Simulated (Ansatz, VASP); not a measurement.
## Two plane-wave programs on Li

File POSCAR:

```
Li
1.0
    0.0000000000      2.0441557200      2.0441557200
    2.0441557200      0.0000000000      2.0441557200
    2.0441557200      2.0441557200      0.0000000000
Li
1
Direct
    0.0000000000      0.0000000000      0.0000000000
```

File INCAR.step1:

```
  ALGO = Normal
  EDIFF = 1E-5
  ENCUT = 650
  GGA = PE
  GGA_COMPAT = F
  ISIF = 2
  ISMEAR = -1
  LASPH = T
  LREAL = F
  LWAVE = T
  NBANDS = 8
  NELM = 120
  PREC = Accurate
  SIGMA = 0.1
```

File INCAR.step2:

```
  AEXX = 0.25
  ALGO = Normal
  EDIFF = 1E-6
  ENCUT = 650
  GGA = PE
  GGA_COMPAT = F
  HFSCREEN = 0.3
  ISIF = 2
  ISMEAR = -1
  ISTART = 1
  LASPH = T
  LCHARG = T
  LELF = T
  LHFCALC = T
  LREAL = F
  LVHAR = T
  LWAVE = F
  NBANDS = 8
  NELM = 120
  PREC = Accurate
  PRECFOCK = Normal
  SIGMA = 0.1
```

Contents of KPOINTS:

```
k-points
0
Gamma
  7 7 7
```

The input input.yaml:

```yaml
crystal:
  lattice: { a: 4.08831144, b: 4.08831144, c: 4.08831144, alpha: 90.0, beta: 90.0, gamma: 90.0 }
  space_group: 225
  reduce_to_primitive: true
  atoms:
    - { symbol: Li, wyckoff: "4a", position: [0.0, 0.0, 0.0] }
hamiltonian:
  xc: { exchange: pbe, correlation: pbe, exx: { coeff: 0.25, omega: 0.3 } }
  pseudopotentials: { kind: paw, source: jth }
kpoints:
  mp_grid: { grid: [7, 7, 7] }
scf:
  occupations: { method: fermi_dirac, width: 0.1 }
output:
  forces: true
  stress: true
  eigenvalues: true
```

Change from the starting cell: volume scaled by 0.8.

Alike in both runs: task single point; functional PBE-based screened hybrid; k mesh 7 × 7 × 7; occupations fermi-dirac, width 0.1 eV; no spin polarisation.

|  | VASP | Ansatz |
| --- | --- | --- |
| version | VASP 6.6.1 | Ansatz 0.2.0 |
| potentials or method | VASP PAW PBE potentials, release 64 (Li_sv) | JTH PAW |
| plane-wave cutoff (eV) | 650 | 1170 |
| valence electrons in the cell | 3 | 3 |

```csv
,VASP,Ansatz,Ansatz less VASP
gap on the k mesh at the Fermi level (eV),none,none,-
pressure (GPa),3.1,3.5,+0.37
```

VASP's potentials were made for PBE, not for PBE-based screened hybrid. A gap of «none» marks a metal or a gap that the smearing closes.

The k mesh is coarse, so the values compare programs but aren't converged.
